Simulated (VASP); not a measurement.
Here is a VASP 6.6.1 calculation.

The input INCAR:

```
ALGO = Normal
EDIFF = 1E-7
ENCUT = 520
GGA = CA
ISIF = 2
ISMEAR = 0
LASPH = T
LCHARG = F
LREAL = F
LWAVE = F
NBANDS = 20
NELM = 100
PREC = Accurate
SIGMA = 0.1
```

KPOINTS

```
k-points
0
Gamma
  24 24 12
```

File POSCAR:

```
Ta2N
1.0
    3.0612408319     -0.0000000028      0.0000000000
   -1.5306204135      2.6511123289      0.0000000000
    0.0000000000      0.0000000000      4.7885474652
Ta N
2 1
Direct
    0.6666666667      0.3333333333      0.7464977990
    0.3333333333      0.6666666667      0.2535022010
    0.0000000000      0.0000000000      0.0000000000
```

Potentials or basis: VASP PAW LDA potentials, release 64 (Ta_pv, N).

Command:

```bash
$ cat potpaw_LDA.64/Ta_pv/POTCAR potpaw_LDA.64/N/POTCAR > POTCAR
$ mpirun -np 1 vasp_std > vasp.out
```

What does it give for the band gap on the k mesh?

Zero (an odd number of electrons rules out a gap without spin polarisation).

Predict the pressure.

1.6 GPa.

What does it give for the largest force?

0.050 eV/Å.

Stress tensor (GPa, compression positive):
```
1.61 0.00 0.00
0.00 1.61 0.00
0.00 0.00 1.47
```

Caveat: spin-orbit coupling is left out, which moves the levels of the heavy elements.
